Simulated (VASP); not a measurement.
# Ge (R-3m) in VASP: relaxation of cell and atoms with PBE

Aim: the relaxation of cell and atoms of Ge with PBE.

Everything below comes from runs of VASP 6.6.1. Logs are shortened: lines on timing, memory, paths and dates and some standing lists are left out, and cuts for length are marked.

## 1. The cell of the first run

Symmetry: R-3m, No. 166, trigonal system. Conventional cell: a = 5.795 Å, b = 5.795 Å, c = 18.882 Å, α = 90.00°, β = 90.00°, γ = 120.00°. Ge (site symmetry m) has 7 Ge at 2.68 to 3.10 Å within 3.5 Å. Within 3.6 Å of Ge (site symmetry -3m) lie 6 Ge at 2.73 Å.

The cell was generated, and may not be a known phase.

## 2. Relaxation of cell and atoms, PBE

The input, INCAR:

```
PREC = Accurate ; ENCUT = 500
EDIFF = 1E-7 ; ISMEAR = 0
SIGMA = 0.1 ; LREAL = F
LASPH = T ; NELM = 120
ALGO = Normal ; ISIF = 3
LWAVE = F ; LCHARG = F
GGA = PE ; IBRION = 2
NSW = 90 ; EDIFFG = -0.04
GGA_COMPAT = F ; NELMIN = 4
```

The input, KPOINTS:

```
regular mesh
0
Gamma
  6 6 6
```

The input, POSCAR:

```
Ge
1.0
    2.8974639954      1.6728516177      6.2938904573
   -2.8974639954      1.6728516177      6.2938904573
    0.0000000000     -3.3457032354      6.2938904573
Ge
7
Direct
    0.2521287938      0.7872798284      0.7872798284
    0.7872798284      0.7872798284      0.2521287938
    0.7872798284      0.2521287938      0.7872798284
    0.7478712062      0.2127201716      0.2127201716
    0.2127201716      0.2127201716      0.7478712062
    0.2127201716      0.7478712062      0.2127201716
    0.5000000000      0.5000000000      0.5000000000
```

Potentials or basis: VASP PAW PBE potentials, release 64 (Ge_d).

Command:

```bash
> cat potpaw_PBE.64/Ge_d/POTCAR > POTCAR
> mpirun -np 1 vasp_std > vasp.out
```

OUTCAR:

```text
PREC = Accurate
   ENCUT = 500
   EDIFF = 1E-7
   ISMEAR = 0
   LREAL = F
   LASPH = T
   NELM = 120
   ISIF = 3
   GGA = PE
   IBRION = 2
   NSW = 90
   EDIFFG = -0.04
   NELMIN = 4

 ion  position               nearest neighbor table
   1  0.252  0.787  0.787-   6 2.68   5 2.68   2 2.69   3 2.69   7 2.73
   2  0.787  0.787  0.252-   4 2.68   6 2.68   1 2.69   3 2.69   7 2.73
   3  0.787  0.252  0.787-   4 2.68   5 2.68   2 2.69   1 2.69   7 2.73
   4  0.748  0.213  0.213-   3 2.68   2 2.68   5 2.69   6 2.69   7 2.73
   5  0.213  0.213  0.748-   1 2.68   3 2.68   4 2.69   6 2.69   7 2.73
   6  0.213  0.748  0.213-   1 2.68   2 2.68   5 2.69   4 2.69   7 2.73
   7  0.500  0.500  0.500-   2 2.73   5 2.73   3 2.73   4 2.73   1 2.73   6 2.73

  LATTYP: Found a trigonal (rhomboedric) cell.
 ALAT       =     7.1278879921
 COS(alpha) =     0.6695206266

  Lattice vectors:

 A1 = (   2.8974639954,   1.6728516177,   6.2938904573)
 A2 = (  -2.8974639954,   1.6728516177,   6.2938904573)
 A3 = (   0.0000000000,  -3.3457032354,   6.2938904573)

Analysis of symmetry for initial positions (statically):
=====================================================================
 Subroutine PRICEL returns:
 Original cell was already a primitive cell.

 Routine SETGRP: Setting up the symmetry group for a
 trigonal (rhombohedral) supercell.

 Subroutine GETGRP returns: Found 12 space group operations
 (whereof 12 operations were pure point group operations)
 out of a pool of 12 trial point group operations.

The static configuration has the point symmetry D_3d.

Analysis of symmetry for dynamics (positions and initial velocities):
=====================================================================
 Subroutine PRICEL returns:
 Original cell was already a primitive cell.

 Routine SETGRP: Setting up the symmetry group for a
 trigonal (rhombohedral) supercell.

 Subroutine GETGRP returns: Found 12 space group operations
 (whereof 12 operations were pure point group operations)
 out of a pool of 12 trial point group operations.

The dynamic configuration has the point symmetry D_3d.

 Subroutine INISYM returns: Found 12 space group operations
 (whereof 12 operations are pure point group operations),
 and found     1 'primitive' translations

----------------------------------------------------------------------------------------

[... 123 lines left out ...]
  volume/ion in A,a.u.               =      26.15       176.46
  Fermi-wavevector in a.u.,A,eV,Ry     =   1.329336  2.512082 24.043334  1.767135
  Thomas-Fermi vector in A             =   2.458506
   LORBIT       =      0    0 simple, 1 ext, 2 COOP (PROOUT), +10 PAW based schemes
   GGA     = PE    functional components
   LHFCALC =     F    Hartree Fock is set to
   AEXX    =    0.0000 exact exchange contribution
   IVDW    =     0    specifies the selected vdW correction
   LEPSILON=     F    determine dielectric tensor
   LRPA    =     F    only Hartree local field effects (RPA)
 conjugate gradient relaxation of ions
 non-spin polarized calculation
 Gauss-broadening in eV      SIGMA  =   0.10
  energy-cutoff  :      500.00
  volume of cell :      183.04
 maximum number of plane-waves:      4679
 NGX is ok and might be reduce to    54
   NGX = 25   NGY = 25   NGZ = 25

--------------------------------------- Ionic step        1  -------------------------------------------

 number of electron      98.0000015 magnetization

 Free energy of the ion-electron system (eV)
  ---------------------------------------------------
  ext. energy  EPLUGINS =         0.00000000
  ---------------------------------------------------
  free energy    TOTEN  =       -28.96080767 eV

  energy without entropy =      -28.95123968  energy(sigma->0) =      -28.95602368

------------------------ aborting loop because EDIFF is reached ----------------------------------------

  FORCE on cell =-STRESS in cart. coord.  units (eV):
  Direction    XX          YY          ZZ          XY          YZ          ZX
  --------------------------------------------------------------------------------------
  -------------------------------------------------------------------------------------
  Total        0.4822854      0.4822854     -0.0038460      0.0000000     -0.0000000     -0.0000000
  in kB        4.2215198      4.2215198     -0.0336644      0.0000000     -0.0000000     -0.0000000
  external PRESSURE =       2.8031251 kB  Pullay stress =       0.0000000 kB
[... 104 lines left out ...]
  FREE ENERGIE OF THE ION-ELECTRON SYSTEM (eV)
  ---------------------------------------------------
  free  energy   TOTEN  =       -28.9914161974 eV

  energy  without entropy=      -28.9818994691  energy(sigma->0) =      -28.98665783

[... ionic steps 4 to 8 ...]

--------------------------------------- Ionic step        9  -------------------------------------------

 number of electron      98.0000030 magnetization

------------------------ aborting loop because EDIFF is reached ----------------------------------------
[... 77 lines left out ...]
--------------------------------------- Ionic step       11  -------------------------------------------

 number of electron      98.0000037 magnetization

 Free energy of the ion-electron system (eV)
  ---------------------------------------------------
  ext. energy  EPLUGINS =         0.00000000
  ---------------------------------------------------
  free energy    TOTEN  =       -29.00582564 eV

  energy without entropy =      -28.99397935  energy(sigma->0) =      -28.99990249

 E-fermi :   3.6154     XC(G=0):  -9.0176

 val. band max:        3.6107617001   @ k =   0.5000   0.3333   0.1667
 cond. band min:       3.6170445785   @ k =  -0.1667   0.5000   0.1667
 fundamental gap:      0.0062828785
 Fermi energy:         3.6153903064

 k-point     1 :       0.0000    0.0000    0.0000
  band No.  band energies     occupation
      1     -21.2761      2.00000
      2     -21.2566      2.00000
      3     -21.2566      2.00000
      4     -21.2445      2.00000
      5     -21.2421      2.00000
      6     -21.2421      2.00000
[... 1453 lines left out ...]
     57       7.4427      0.00000
     58       7.8602      0.00000

 [... further k-points ...]

------------------------ aborting loop because EDIFF is reached ----------------------------------------

  FORCE on cell =-STRESS in cart. coord.  units (eV):
  Direction    XX          YY          ZZ          XY          YZ          ZX
  --------------------------------------------------------------------------------------
  -------------------------------------------------------------------------------------
  Total       -0.0623936     -0.0623936     -0.0014275      0.0000000      0.0000000      0.0000000
  in kB       -0.5285906     -0.5285906     -0.0120936      0.0000000      0.0000000      0.0000000
  external PRESSURE =      -0.3564249 kB  Pullay stress =       0.0000000 kB
[... 22 lines left out ...]
  FREE ENERGIE OF THE ION-ELECTRON SYSTEM (eV)
  ---------------------------------------------------
  free  energy   TOTEN  =       -29.0058256371 eV

  energy  without entropy=      -28.9939793521  energy(sigma->0) =      -28.99990249

 reached required accuracy - stopping structural energy minimisation
```

Run time: 60 min. Hardware: 1 thread of Intel Xeon Platinum 8488C (Sapphire Rapids), shared host; peak memory 0.54 GiB.

What came out:

* Free energy: -29.0058 eV
* Relaxed volume: 27.02 Å³/atom
* Relaxed cell: a = 7.085 Å, b = 7.085 Å, c = 7.085 Å, α = 49.52°, β = 49.52°, γ = 49.52°
* Space group after relaxing (to 0.1 Å): R-3m (No. 166)
* Energy gained by relaxing: 6.4 meV/atom
* Ionic steps: 11
* Pressure after relaxing: 0.0 GPa
* Largest force after relaxing: 0.008 eV/Å
* Band gap on the k mesh: zero (bands 49 and 50 overlap by 0.48 eV)

Forces in eV/Å, atoms in the order of the input:
```
Ge  -0.007 -0.004  0.002
Ge   0.000  0.008  0.002
Ge   0.007 -0.004  0.002
Ge   0.007  0.004 -0.002
Ge   0.000 -0.008 -0.002
Ge  -0.007  0.004 -0.002
Ge   0.000  0.000  0.000
```

The path:
| step | energy change (eV) | largest force (eV/Å) | pressure (GPa) | volume (Å³) |
| --- | --- | --- | --- | --- |
| 1 | 0.0000 | 0.2928 | 0.28 | 183.04 |
| 2 | -0.0217 | 0.1410 | 0.38 | 184.25 |
| 3 | -0.0306 | 0.1014 | 0.51 | 185.73 |
| 4 | -0.0357 | 0.0593 | -0.25 | 189.17 |
| 5 | -0.0359 | 0.0611 | -0.14 | 188.62 |
| 6 | -0.0386 | 0.0560 | -0.12 | 188.64 |
| 7 | -0.0435 | 0.0425 | -0.01 | 188.70 |
| 8 | -0.0415 | 0.0228 | 0.23 | 188.74 |
| 9 | -0.0445 | 0.0348 | 0.08 | 188.72 |
| 10 | -0.0440 | 0.0507 | -0.19 | 189.68 |
| 11 | -0.0450 | 0.0084 | -0.04 | 189.12 |

Final structure:
```xyz
7
Lattice="2.9671 1.7130 6.2013 -2.9671 1.7130 6.2013 0.0000 -3.4261 6.2013" Properties=species:S:1:pos:R:3 pbc="T T T"
Ge   -1.6358   -0.9444   11.3157
Ge    0.0000    1.8889   11.3157
Ge    1.6358   -0.9444   11.3157
Ge    1.6358    0.9444    7.2881
Ge    0.0000   -1.8889    7.2881
Ge   -1.6358    0.9444    7.2881
Ge    0.0000    0.0000    9.3019
```

Levels at points of the mesh, in eV from the Fermi level:
```tsv
k point	band 47	band 48	band 49	band 50	band 51	band 52
(0.00, 0.00, 0.00)	-2.88	-2.88	-1.39	1.55	1.64	1.64
(0.50, 0.00, 0.00)	-1.18	-0.40	0.34	0.41	0.46	0.47
(0.50, 0.50, 0.00)	-1.98	-1.28	-0.93	0.56	0.80	1.28
(0.50, 0.50, 0.50)	-2.09	-1.31	-1.31	0.02	0.02	0.96
```

Caveat: semilocal functionals underestimate gaps, and a narrow one can read as zero.
